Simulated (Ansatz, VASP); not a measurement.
# Two plane-wave programs on ZnSe

```
CELL_PARAMETERS angstrom
3.32515 0.00000 0.00000
0.00000 3.32515 0.00000
0.00000 0.00000 3.32515
ATOMIC_POSITIONS crystal
Zn 0.00000 0.00000 0.00000
Se 0.50000 0.50000 0.50000
```

Alike in both runs: task single point; functional LDA; k mesh 6 × 6 × 6; occupations fermi-dirac, width 0.02 eV; no spin polarisation.

|  | VASP | Ansatz |
| --- | --- | --- |
| version | VASP 6.6.1 | Ansatz 0.2.0 |
| potentials or method | VASP PAW LDA potentials, release 64 (Zn, Se) | plane waves |
| plane-wave cutoff (eV) | 520 | 420 |
| valence electrons in the cell | 18 | 28 |

Ansatz gave:

* pressure (GPa): -5.3

Task: Which values does VASP return?

Result: Pressure (GPa): -5.0.

LDA's correlation is that of Perdew and Zunger in VASP and of Perdew and Wang (1992) in Ansatz. VASP's potentials hold 18 valence electrons a cell and Ansatz's 28, so a difference there can come from the potentials and not from the codes.
